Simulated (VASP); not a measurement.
# In3Se (P4/mmm) in VASP: further runs

Runs on In3Se. Level: PBEsol+D3(BJ). Tasks: single point.

Everything below comes from runs of VASP 6.6.1. Logs are shortened: lines on timing, memory, paths and dates and some standing lists are left out, and cuts for length are marked.

### 1 The cell of the first run

The structure is tetragonal, space group P4/mmm (No. 123). The conventional cell has a = 4.717 Å, b = 4.717 Å, c = 4.340 Å, α = 90.00°, β = 90.00°, γ = 90.00°. Within 4.4 Å of In (site symmetry mmm) lie 10 In at 3.20 to 4.34 Å and 4 Se at 3.20 Å. In (site symmetry 4/mmm) has 10 In at 3.20 to 4.34 Å and 4 Se at 3.34 Å within 4.4 Å. Within 4.4 Å of Se (site symmetry 4/mmm) lie 12 In at 3.20 to 3.34 Å and 2 Se at 4.34 Å.

### 2 Single point, PBEsol+D3(BJ)

Contents of INCAR:

```
ALGO     = Normal         # electronic algorithm
EDIFF    = 1E-6           # SCF threshold, eV
ENCUT    = 520            # plane-wave cutoff, eV
GGA      = PS             # functional
ISIF     = 2              # what is computed and relaxed
ISMEAR   = 0              # smearing method
IVDW     = 12             # dispersion correction
LASPH    = T              # aspherical terms in the spheres
LCHARG   = F              # write CHGCAR
LREAL    = F              # projectors in reciprocal space
LWAVE    = F              # write WAVECAR
NBANDS   = 30             # bands
NELM     = 100            # most SCF steps
PREC     = Accurate       # precision mode
SIGMA    = 0.15           # smearing width, eV
```

Contents of KPOINTS:

```
k-points
0
Gamma
  12 12 12
```

Contents of POSCAR:

```
In3Se
1.0
    4.7171562952      0.0000000000      0.0000000000
    0.0000000000      4.7171562952      0.0000000000
    0.0000000000      0.0000000000      4.3397837915
In Se
3 1
Direct
    0.0000000000      0.5000000000      0.5000000000
    0.5000000000      0.0000000000      0.5000000000
    0.5000000000      0.5000000000      0.0000000000
    0.0000000000      0.0000000000      0.0000000000
```

Potentials or basis: VASP PAW PBE potentials, release 64 (In_d, Se).

Started as:

```console
$ cat potpaw_PBE.64/In_d/POTCAR potpaw_PBE.64/Se/POTCAR > POTCAR
$ mpirun -np 1 vasp_std > vasp.out
```

OUTCAR:

```text
EDIFF = 1E-6
   ENCUT = 520
   GGA = PS
   ISIF = 2
   ISMEAR = 0
   IVDW = 12
   LASPH = T
   LREAL = F
   NELM = 100
   PREC = Accurate
 IVDW          = 12

 ion  position               nearest neighbor table
   1  0.000  0.500  0.500-   3 3.20   4 3.20   3 3.20   4 3.20   4 3.20   4 3.20   3 3.20   3 3.20
                             2 3.34   2 3.34   2 3.34   2 3.34
   2  0.500  0.000  0.500-   3 3.20   4 3.20   3 3.20   4 3.20   3 3.20   3 3.20   4 3.20   4 3.20
                             1 3.34   1 3.34   1 3.34   1 3.34
   3  0.500  0.500  0.000-   1 3.20   2 3.20   1 3.20   2 3.20   2 3.20   2 3.20   1 3.20   1 3.20
                             4 3.34   4 3.34   4 3.34   4 3.34
   4  0.000  0.000  0.000-   1 3.20   2 3.20   1 3.20   2 3.20   1 3.20   1 3.20   2 3.20   2 3.20
                             3 3.34   3 3.34   3 3.34   3 3.34

  LATTYP: Found a simple tetragonal cell.
 ALAT       =     4.7171562952
 C/A-ratio  =     0.9200000000

  Lattice vectors:

 A1 = (   4.7171562952,   0.0000000000,   0.0000000000)
 A2 = (   0.0000000000,   4.7171562952,   0.0000000000)
 A3 = (   0.0000000000,   0.0000000000,   4.3397837915)

Analysis of symmetry for initial positions (statically):
=====================================================================
 Subroutine PRICEL returns:
 Original cell was already a primitive cell.

 Routine SETGRP: Setting up the symmetry group for a
 simple tetragonal supercell.

 Subroutine GETGRP returns: Found 16 space group operations
 (whereof 16 operations were pure point group operations)
 out of a pool of 16 trial point group operations.

The static configuration has the point symmetry D_4h.

Analysis of symmetry for dynamics (positions and initial velocities):
=====================================================================
 Subroutine PRICEL returns:
 Original cell was already a primitive cell.

 Routine SETGRP: Setting up the symmetry group for a
 simple tetragonal supercell.

 Subroutine GETGRP returns: Found 16 space group operations
 (whereof 16 operations were pure point group operations)
 out of a pool of 16 trial point group operations.

The dynamic configuration has the point symmetry D_4h.

 Subroutine INISYM returns: Found 16 space group operations
 (whereof 16 operations are pure point group operations),
 and found     1 'primitive' translations
[... 96 lines left out ...]
   LASPH  =      T    aspherical Exc in radial PAW
   ENCUT  =  520.0 eV  38.22 Ry    6.18 a.u.   8.77  8.77  8.07*2*pi/ulx,y,z
   NELM   =    100;   NELMIN=  2; NELMDL= -5     # of ELM steps
   EDIFF  = 0.1E-05   stopping-criterion for ELM
   LREAL  =      F    real-space projection
   EDIFFG = 0.1E-04   stopping-criterion for IOM
   NSW    =      0    number of steps for IOM
   IBRION =     -1    ionic relax: 0-MD 1-quasi-New 2-CG
   NFREE  =      0    steps in history (QN), initial steepest desc. (CG)
   ISIF   =      2    stress and relaxation
   ISYM   =      2    0-nonsym 1-usesym 2-fastsym
   POTIM  = 0.5000    time-step for ionic-motion
   TEBEG  =    0.0;   TEEND  =   0.0 temperature during run
   PSTRESS=    0.0 pullay stress
   NELECT =      45.0000    total number of electrons
   NUPDOWN=      -1.0000    fix difference up-down
   EMIN   =  10.00;   EMAX   =-10.00  energy-range for DOS
   EFERMI =   0.00;   METHOD = LEGACY
   ISMEAR =     0;   SIGMA  =   0.15  broadening in eV -4-tet -1-fermi 0-gaus
   EFERMI_NEDOS =   21; number of points for ismear=-14 and -15
   IALGO  =     38    algorithm
   IMIX   =      4    mixing-type and parameters
     AMIX     =   0.40;   BMIX     =  1.00
     AMIX_MAG =   1.60;   BMIX_MAG =  1.00
  volume/ion in A,a.u.               =      24.14       162.92
  Fermi-wavevector in a.u.,A,eV,Ry     =   1.269218  2.398474 21.917810  1.610914
  Thomas-Fermi vector in A             =   2.402271
   LORBIT       =      0    0 simple, 1 ext, 2 COOP (PROOUT), +10 PAW based schemes
   GGA     = PS    functional components
   LHFCALC =     F    Hartree Fock is set to
   AEXX    =    0.0000 exact exchange contribution
   IVDW    =    12    specifies the selected vdW correction
   LEPSILON=     F    determine dielectric tensor
   LRPA    =     F    only Hartree local field effects (RPA)
 non-spin polarized calculation
 Gauss-broadening in eV      SIGMA  =   0.15
  energy-cutoff  :      520.00
  volume of cell :       96.57
 maximum number of plane-waves:      2672
 NGX is ok and might be reduce to    36

 number of electron      44.9999998 magnetization

 Free energy of the ion-electron system (eV)
  ---------------------------------------------------
  ext. energy  EPLUGINS =         0.00000000
  ---------------------------------------------------
  free energy    TOTEN  =       -13.20662344 eV

  energy without entropy =      -13.19181624  energy(sigma->0) =      -13.19921984

 E-fermi :   7.2811     XC(G=0): -10.5487

 val. band max:        7.2726588655   @ k =   0.1667   0.1667   0.0833
 cond. band min:       7.2933051462   @ k =   0.5000   0.5000   0.0833
 fundamental gap:      0.0206462807
 Fermi energy:         7.2810690410

 k-point     1 :       0.0000    0.0000    0.0000
  band No.  band energies     occupation
      1      -7.6089      2.00000
      2      -7.5788      2.00000
      3      -7.5788      2.00000
      4      -7.5007      2.00000
      5      -7.4329      2.00000
      6      -7.3434      2.00000
[... 781 lines left out ...]
     29      11.8053      0.00000
     30      12.7156      0.00000

 [... further k-points ...]

------------------------ aborting loop because EDIFF is reached ----------------------------------------

 Edisp (eV)   -1.47989

 E8    (eV) :    -1.0418

  FORCE on cell =-STRESS in cart. coord.  units (eV):
  Direction    XX          YY          ZZ          XY          YZ          ZX
  --------------------------------------------------------------------------------------
  -------------------------------------------------------------------------------------
  Total      -0.06133    -0.06133     0.00219     0.00000     0.00000     0.00000
  in kB      -1.01751    -1.01751     0.03640     0.00000     0.00000     0.00000
  external pressure =       -0.67 kB  Pullay stress =        0.00 kB

 VOLUME and BASIS-vectors are now :
 -----------------------------------------------------------------------------
  energy-cutoff  :      520.00
  volume of cell :       96.57
      direct lattice vectors                 reciprocal lattice vectors
     4.717156295  0.000000000  0.000000000     0.211992128  0.000000000  0.000000000
     0.000000000  4.717156295  0.000000000     0.000000000  0.211992128  0.000000000
     0.000000000  0.000000000  4.339783792     0.000000000  0.000000000  0.230426226

 POSITION                                       TOTAL-FORCE (eV/Angst)
 -----------------------------------------------------------------------------------
      0.00000      2.35858      2.16989         0.000000      0.000000      0.000000
      2.35858      0.00000      2.16989         0.000000      0.000000      0.000000
      2.35858      2.35858      0.00000         0.000000      0.000000      0.000000
      0.00000      0.00000      0.00000         0.000000      0.000000      0.000000
 -----------------------------------------------------------------------------------
    total drift:                                0.000000      0.000000      0.000000

  FREE ENERGIE OF THE ION-ELECTRON SYSTEM (eV)
  ---------------------------------------------------
  free  energy   TOTEN  =       -14.6865163488 eV

  energy  without entropy=      -14.6717091539  energy(sigma->0) =      -14.67911275
```

stdout:

```text
POSCAR found type information on POSCAR InSe
 POSCAR found :  2 types and       4 ions
 scaLAPACK will be used
 -----------------------------------------------------------------------------
|                                                                             |
|                                                                             |
|     You enforced a specific xc type in the INCAR file but a different       |
|     I HOPE YOU KNOW WHAT YOU ARE DOING!                                     |
|                                                                             |
 -----------------------------------------------------------------------------

 LDA part: xc-table for (Slater+PW92), standard interpolation
 POSCAR, INCAR and KPOINTS ok, starting setup
 FFT: planning ... GRIDC
 FFT: planning ... GRID_SOFT
 FFT: planning ... GRID
 WAVECAR not read
 entering main loop
```

It took 3.7 min on 1 thread of AMD EPYC 9R45 (Zen 5), shared host; peak memory 0.52 GiB.

Results:

```
Free energy                : -14.6865 eV
Pressure                   : -0.1 GPa
Band gap on the k mesh     : zero (an odd number of electrons rules out a gap without spin polarisation)
Dispersion energy per atom : -0.370 eV
```

Levels at points of the mesh, in eV from the Fermi level:
| k point | band 19 | band 20 | band 21 | band 22 | band 23 | band 24 | band 25 | band 26 |
| --- | --- | --- | --- | --- | --- | --- | --- | --- |
| (0.00, 0.00, 0.00) | -4.04 | -3.40 | -2.51 | -1.44 | 1.05 | 1.05 | 1.47 | 4.58 |
| (0.50, 0.00, 0.00) | -3.11 | -2.57 | -1.70 | -0.74 | -0.40 | 0.26 | 1.43 | 4.14 |
| (0.50, 0.50, 0.00) | -6.43 | -2.04 | -0.56 | -0.05 | -0.05 | 2.20 | 2.20 | 2.49 |
| (0.00, 0.00, 0.50) | -2.83 | -2.83 | -1.52 | -1.30 | -0.32 | -0.32 | 0.85 | 3.76 |
| (0.50, 0.00, 0.50) | -6.07 | -2.31 | -1.29 | -0.84 | -0.63 | 1.32 | 1.53 | 1.57 |
| (0.50, 0.50, 0.50) | -4.86 | -4.42 | -4.42 | -4.42 | -3.73 | 3.07 | 3.07 | 4.16 |

Caveat: the PAW data sets were made with another functional, which shifts forces and pressure a little; spin-orbit coupling is left out, which moves the levels of the heavy elements.

### 3 Single point, PBEsol+D3(BJ)

This run uses another cell than the first one, of the same volume but with other edges.

Contents of INCAR:

```
ALGO = Normal
EDIFF = 1E-6
ENCUT = 520
GGA = PS
ISIF = 2
ISMEAR = 0
IVDW = 12
LASPH = T
LCHARG = T
LELF = T
LREAL = F
LVHAR = T
LWAVE = F
NBANDS = 30
NELM = 100
PREC = Accurate
SIGMA = 0.15
```

KPOINTS is that of step 2.

Contents of POSCAR:

```
In3Se
1.0
    4.4443881418      0.0000000000      0.0000000000
    0.0000000000      4.4443881418      0.0000000000
    0.0000000000      0.0000000000      4.8888269560
In Se
3 1
Direct
    0.0000000000      0.5000000000      0.5000000000
    0.5000000000      0.0000000000      0.5000000000
    0.5000000000      0.5000000000      0.0000000000
    0.0000000000      0.0000000000      0.0000000000
```

Potentials or basis: VASP PAW PBE potentials, release 64 (In_d, Se).

Started as:

```console
$ cat potpaw_PBE.64/In_d/POTCAR potpaw_PBE.64/Se/POTCAR > POTCAR
$ mpirun -np 1 vasp_std > vasp.out
```

Run time: 4.5 min. Hardware: 1 thread of AMD EPYC 9R45 (Zen 5), shared host; peak memory 0.54 GiB.

The run converged. Its results:

```yaml
Free_energy: -14.6736 eV
Pressure: 0.0 GPa
Band_gap_on_the_k_mesh: zero (an odd number of electrons rules out a gap without spin polarisation)
Dispersion_energy_per_atom: -0.370 eV
```

Stress tensor (GPa, compression positive):
```
 0.19  0.00  0.00
 0.00  0.19  0.00
 0.00  0.00 -0.51
```

Levels at points of the mesh, in eV from the Fermi level:
| k point | band 20 | band 21 | band 22 | band 23 | band 24 | band 25 |
| --- | --- | --- | --- | --- | --- | --- |
| (0.00, 0.00, 0.00) | -3.59 | -2.50 | -1.36 | 1.13 | 1.24 | 1.24 |
| (0.50, 0.00, 0.00) | -2.53 | -2.06 | -0.76 | -0.50 | 0.26 | 1.11 |
| (0.50, 0.50, 0.00) | -2.36 | -1.56 | -1.05 | -1.05 | 0.82 | 1.36 |
| (0.00, 0.00, 0.50) | -2.83 | -1.00 | -0.74 | -0.20 | -0.20 | 1.62 |
| (0.50, 0.00, 0.50) | -2.10 | -0.74 | -0.40 | 0.01 | 1.99 | 2.06 |
| (0.50, 0.50, 0.50) | -4.39 | -4.39 | -4.39 | -3.70 | 2.59 | 3.85 |

Caveat: the PAW data sets were made with another functional, which shifts forces and pressure a little; spin-orbit coupling is left out, which moves the levels of the heavy elements.

The gap in the log of VASP goes by the Fermi energy; the results here count the filled bands.